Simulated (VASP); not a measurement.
# GdO (F-43m) in VASP: further runs

GdO is run at these levels: PBE; tasks: single point.

All numbers are computed with VASP 6.6.1; they aren't measurements. Logs are shortened: lines on timing, memory, paths and dates and some standing lists are left out, and cuts for length are marked.

**1. The cell of the first run**

The structure is cubic, space group F-43m (No. 216). The conventional cell has a = 5.291 Å, b = 5.291 Å, c = 5.291 Å, α = 90.00°, β = 90.00°, γ = 90.00°. Within 3.0 Å of Gd (site symmetry -43m) lie 4 O at 2.29 Å. Within 3.0 Å of O (site symmetry -43m) lie 4 Gd at 2.29 Å.

**2. Single point, PBE, collinear spin, ferromagnetic start (18.51 Å³/atom)**

Contents of INCAR:

```
PREC = Accurate ; ENCUT = 520
EDIFF = 1E-7 ; ISMEAR = -1
SIGMA = 0.08 ; LREAL = False
LASPH = True ; NELM = 150
ALGO = Normal ; ISIF = 2
LWAVE = False ; LCHARG = False
ISPIN = 2 ; MAGMOM = 7 0
LORBIT = 11 ; LMAXMIX = 6
GGA = PE ; NBANDS = 23
```

Contents of KPOINTS:

```
Automatic mesh
0
Gamma
  12 12 12
```

Contents of POSCAR:

```
GdO
1.0
    0.0000000000      2.6453513612      2.6453513612
    2.6453513612      0.0000000000      2.6453513612
    2.6453513612      2.6453513612      0.0000000000
Gd O
1 1
Direct
    0.0000000000      0.0000000000      0.0000000000
    0.7500000000      0.7500000000      0.7500000000
```

Potentials or basis: VASP PAW PBE potentials, release 64 (Gd, O).

Launch:

```console
> cat potpaw_PBE.64/Gd/POTCAR potpaw_PBE.64/O/POTCAR > POTCAR
> mpirun -np 1 vasp_std > vasp.out
```

OUTCAR:

```text
PREC = Accurate
   ENCUT = 520
   EDIFF = 1E-7
   ISMEAR = -1
   LREAL = False
   LASPH = True
   NELM = 150
   ISIF = 2
   ISPIN = 2
   LORBIT = 11
   GGA = PE

 ion  position               nearest neighbor table
   1  0.000  0.000  0.000-   2 2.29   2 2.29   2 2.29   2 2.29
   2  0.750  0.750  0.750-   1 2.29   1 2.29   1 2.29   1 2.29

  LATTYP: Found a face centered cubic cell.
 ALAT       =     5.2907027224

  Lattice vectors:

 A1 = (   0.0000000000,   2.6453513612,   2.6453513612)
 A2 = (   2.6453513612,   0.0000000000,   2.6453513612)
 A3 = (   2.6453513612,   2.6453513612,   0.0000000000)

Analysis of symmetry for initial positions (statically):
=====================================================================
 Subroutine PRICEL returns:
 Original cell was already a primitive cell.

 Routine SETGRP: Setting up the symmetry group for a
 face centered cubic supercell.

 Subroutine GETGRP returns: Found 24 space group operations
 (whereof 24 operations were pure point group operations)
 out of a pool of 48 trial point group operations.

The static configuration has the point symmetry T_d .

Analysis of symmetry for dynamics (positions and initial velocities):
=====================================================================
 Subroutine PRICEL returns:
 Original cell was already a primitive cell.

 Routine SETGRP: Setting up the symmetry group for a
 face centered cubic supercell.

 Subroutine GETGRP returns: Found 24 space group operations
 (whereof 24 operations were pure point group operations)
 out of a pool of 48 trial point group operations.

The dynamic configuration has the point symmetry T_d .

Analysis of structural, dynamic, and magnetic symmetry:
=====================================================================
 Subroutine PRICEL returns:
 Original cell was already a primitive cell.

 Routine SETGRP: Setting up the symmetry group for a
 face centered cubic supercell.

 Subroutine GETGRP returns: Found 24 space group operations
 (whereof 24 operations were pure point group operations)
 out of a pool of 48 trial point group operations.

The overall configuration has the point symmetry T_d .

 Subroutine INISYM returns: Found 24 space group operations
 (whereof 24 operations are pure point group operations),
 and found     1 'primitive' translations

----------------------------------------------------------------------------------------

                                     Primitive cell
[... 107 lines left out ...]
   EFERMI_NEDOS =   21; number of points for ismear=-14 and -15
   IALGO  =     38    algorithm
   IMIX   =      4    mixing-type and parameters
     AMIX     =   0.40;   BMIX     =  1.00
     AMIX_MAG =   1.60;   BMIX_MAG =  1.00
  volume/ion in A,a.u.               =      18.51       124.92
  Fermi-wavevector in a.u.,A,eV,Ry     =   1.416833  2.677425 27.312535  2.007415
  Thomas-Fermi vector in A             =   2.538126
   LORBIT       =     11    0 simple, 1 ext, 2 COOP (PROOUT), +10 PAW based schemes
   GGA     = PE    functional components
   LHFCALC =     F    Hartree Fock is set to
   AEXX    =    0.0000 exact exchange contribution
   IVDW    =     0    specifies the selected vdW correction
   LEPSILON=     F    determine dielectric tensor
   LRPA    =     F    only Hartree local field effects (RPA)
 spin polarized calculation
  energy-cutoff  :      520.00
  volume of cell :       37.02
 maximum number of plane-waves:      1018
   NGX = 13   NGY = 13   NGZ = 13

 number of electron      24.0000010 magnetization       7.5452117

 Free energy of the ion-electron system (eV)
  ---------------------------------------------------
  ext. energy  EPLUGINS =         0.00000000
  ---------------------------------------------------
  free energy    TOTEN  =       -22.02958870 eV

  energy without entropy =      -21.98684029  energy(sigma->0) =      -22.00821450

 E-fermi :   4.5464     XC(G=0): -10.3796

 val. band max:        4.5320685803   @ k =   0.4167   0.2500   0.0833
 cond. band min:       4.5600202747   @ k =   0.3333   0.2500   0.0833
 fundamental gap:      0.0279516944
 Fermi energy:         4.5463855716

 spin component 1

 k-point     1 :       0.0000    0.0000    0.0000
  band No.  band energies     occupation
      1     -40.8996      1.00000
      2     -18.1536      1.00000
      3     -18.1536      1.00000
      4     -18.1536      1.00000
      5     -15.2589      1.00000
      6      -1.7232      1.00000
[... 613 lines left out ...]
     22      12.6743      0.00000
     23      16.2721      0.00000

 [... further k-points ...]

 spin component 2

 k-point     1 :       0.0000    0.0000    0.0000
  band No.  band energies     occupation
      1     -37.7418      1.00000
      2     -15.8411      1.00000
      3     -15.8411      1.00000
      4     -15.8411      1.00000
      5     -15.1999      1.00000
      6      -1.3859      1.00000
[... 613 lines left out ...]
     22      14.0301      0.00000
     23      17.7574      0.00000

 [... further k-points ...]
[... 5 lines left out ...]
  --------------------------------------------------------------------------------------
  -------------------------------------------------------------------------------------
  Total        1.3997419      1.3997419      1.3997419      0.0000000     -0.0000000      0.0000000
  in kB       60.5729106     60.5729106     60.5729106      0.0000000     -0.0000000      0.0000000
  external PRESSURE =      60.5729106 kB  Pullay stress =       0.0000000 kB

 VOLUME and BASIS-vectors are now :
 -----------------------------------------------------------------------------
  energy-cutoff  :      520.00
  volume of cell :       37.02
      direct lattice vectors                 reciprocal lattice vectors
     0.000000000  2.645351361  2.645351361    -0.189010809  0.189010809  0.189010809
     2.645351361  0.000000000  2.645351361     0.189010809 -0.189010809  0.189010809
     2.645351361  2.645351361  0.000000000     0.189010809  0.189010809 -0.189010809

 POSITION                                       TOTAL-FORCE (eV/Angst)
 -----------------------------------------------------------------------------------
      0.00000      0.00000      0.00000         0.000000      0.000000      0.000000
      3.96803      3.96803      3.96803        -0.000000     -0.000000     -0.000000
 -----------------------------------------------------------------------------------
    total drift:                                0.000000      0.000000      0.000000

  FREE ENERGIE OF THE ION-ELECTRON SYSTEM (eV)
  ---------------------------------------------------
  free  energy   TOTEN  =       -22.0295887017 eV

  energy  without entropy=      -21.9868402950  energy(sigma->0) =      -22.00821450

 total charge

# of ion       s       p       d       f       tot
--------------------------------------------------
    1        2.036   5.642   0.510   7.077  15.264
    2        1.572   3.452   0.000   0.000   5.024
--------------------------------------------------
tot          3.607   9.094   0.510   7.077  20.288

 magnetization (x)

# of ion       s       p       d       f       tot
--------------------------------------------------
    1        0.001  -0.053   0.182   6.735   6.866
    2        0.002  -0.020   0.000   0.000  -0.018
--------------------------------------------------
tot          0.003  -0.073   0.182   6.735   6.848
```

OSZICAR:

```text
N       E                     dE             d eps       ncg     rms          rms(c)
DAV:   1     0.155362660820E+03    0.15536E+03   -0.86738E+03  9391   0.545E+03
DAV:   2    -0.108082177533E+01   -0.15644E+03   -0.13501E+03  9388   0.468E+02
[... 12 lines left out ...]
DAV:  15    -0.220295842122E+02   -0.34184E-04   -0.22852E-04 11019   0.431E-01    0.857E-02
DAV:  16    -0.220295877323E+02   -0.35201E-05   -0.50687E-05 11188   0.180E-01    0.566E-02
DAV:  17    -0.220295886984E+02   -0.96611E-06   -0.13673E-05 10199   0.140E-01    0.667E-02
DAV:  18    -0.220295894033E+02   -0.70493E-06   -0.32484E-06 11842   0.323E-02    0.464E-02
DAV:  19    -0.220295887177E+02    0.68560E-06   -0.51380E-06  9402   0.939E-02    0.115E-02
DAV:  20    -0.220295887017E+02    0.16048E-07   -0.24995E-07  8260   0.160E-02
   1 F= -.22029589E+02 E0= -.22008214E+02  d E =-.427484E-01  mag=     7.5453
```

stdout:

```text
POSCAR found type information on POSCAR GdO
 POSCAR found :  2 types and       2 ions
 scaLAPACK will be used
 LDA part: xc-table for (Slater+PW92), standard interpolation
 POSCAR, INCAR and KPOINTS ok, starting setup
 FFT: planning ... GRIDC
 FFT: planning ... GRID_SOFT
 FFT: planning ... GRID
 WAVECAR not read
 entering main loop
```

It took 94 s on 1 thread of Intel Xeon 6975P-C (Granite Rapids), shared host; peak memory 0.25 GiB.

What came out:

- Free energy: -22.0296 eV
- Pressure: 6.1 GPa
- Net moment: 7.55 μB per cell
- Site moments: Gd +6.87; O -0.02 μB
- Valence electrons inside the program's atomic spheres: Gd 15.26; O 5.02

Levels at points of the mesh, in eV from the Fermi level:
Spin up:
| k point | band 12 | band 13 | band 14 | band 15 | band 16 | band 17 | band 18 | band 19 | band 20 | band 21 |
| --- | --- | --- | --- | --- | --- | --- | --- | --- | --- | --- |
| (0.00, 0.00, 0.00) | -4.68 | -4.57 | -4.57 | -4.57 | -2.15 | 2.65 | 2.65 | 4.76 | 4.76 | 4.76 |
| (0.50, 0.00, 0.00) | -4.67 | -4.51 | -4.48 | -4.48 | 0.21 | 2.53 | 2.53 | 3.12 | 4.88 | 4.88 |
| (0.50, 0.50, 0.00) | -4.72 | -4.51 | -4.15 | -4.15 | -0.94 | 1.00 | 4.38 | 4.92 | 4.92 | 7.78 |
Spin down:
```
           k point  band 4  band 5  band 6  band 7  band 8  band 9  band 10  band 11  band 12  band 13
(0.00, 0.00, 0.00)  -20.39  -19.75   -5.93   -5.93   -5.93   -1.47     0.51     0.51     0.51     0.73
(0.50, 0.00, 0.00)  -20.51  -18.16   -5.48   -5.48   -5.35    0.15     0.37     0.55     0.55     0.63
(0.50, 0.50, 0.00)  -20.71  -17.74   -6.47   -4.68   -4.68    0.29     0.35     0.52     0.55     0.55
```

Caveat: the cell stands under pressure; spin-orbit coupling is left out, which moves the levels of the heavy elements; a cell with one magnetic atom can't hold antiferromagnetic order, which such compounds often take; semilocal functionals describe open f shells poorly, which spoils levels, moments and volumes.

**3. Single point, PBE, collinear spin, ferromagnetic start (19.29 Å³/atom)**

This run uses another cell than the first one, of 19.29 Å³/atom.

Contents of INCAR:

```
ALGO = Normal ; EDIFF = 1E-6
ENCUT = 520 ; GGA = PE
ISIF = 2 ; ISMEAR = -1
ISPIN = 2 ; LASPH = True
LCHARG = False ; LMAXMIX = 6
LORBIT = 11 ; LREAL = False
LWAVE = False ; MAGMOM = 7 0
NBANDS = 23 ; NELM = 150
PREC = Accurate ; SIGMA = 0.08
```

Contents of KPOINTS:

```
k-points
0
Gamma
  12 12 12
```

Contents of POSCAR:

```
GdO
1.0
    0.0000000000      2.6818786486      2.6818786486
    2.6818786486      0.0000000000      2.6818786486
    2.6818786486      2.6818786486      0.0000000000
Gd O
1 1
Direct
    0.0000000000      0.0000000000      0.0000000000
    0.7500000000      0.7500000000      0.7500000000
```

Potentials or basis: VASP PAW PBE potentials, release 64 (Gd, O).

Launch:

```console
> cat potpaw_PBE.64/Gd/POTCAR potpaw_PBE.64/O/POTCAR > POTCAR
> mpirun -np 1 vasp_std > vasp.out
```

Run time: 86 s. Hardware: 1 thread of Intel Xeon 6975P-C (Granite Rapids), shared host; peak memory 0.26 GiB.

Results (log left out):

- Free energy: -22.0671 eV
- Pressure: 1.6 GPa
- Net moment: 7.55 μB per cell
- Site moments: Gd +6.86; O -0.02 μB
- Valence electrons inside the program's atomic spheres: Gd 15.23; O 5.00

Levels at points of the mesh, in eV from the Fermi level:
Spin up:
```csv
k point,band 12,band 13,band 14,band 15,band 16,band 17,band 18,band 19,band 20,band 21
"(0.00, 0.00, 0.00)",-4.72,-4.60,-4.60,-4.60,-2.18,2.61,2.61,4.60,4.60,4.60
"(0.50, 0.00, 0.00)",-4.72,-4.54,-4.49,-4.49,0.21,2.48,2.48,3.03,4.72,4.72
"(0.50, 0.50, 0.00)",-4.76,-4.55,-4.13,-4.13,-0.89,1.02,4.24,4.74,4.74,7.40
```
Spin down:
```
           k point  band 5  band 6  band 7  band 8  band 9  band 10  band 11  band 12
(0.00, 0.00, 0.00)  -19.53   -5.69   -5.69   -5.69   -1.43     0.47     0.47     0.47
(0.50, 0.00, 0.00)  -18.14   -5.27   -5.27   -5.21    0.15     0.35     0.52     0.52
(0.50, 0.50, 0.00)  -17.77   -6.22   -4.55   -4.55    0.30     0.35     0.49     0.51
```

Caveat: spin-orbit coupling is left out, which moves the levels of the heavy elements; a cell with one magnetic atom can't hold antiferromagnetic order, which such compounds often take; semilocal functionals describe open f shells poorly, which spoils levels, moments and volumes. With open d or f shells a metallic result of PBE can be an artefact of self-interaction; +U or a hybrid may open a gap.
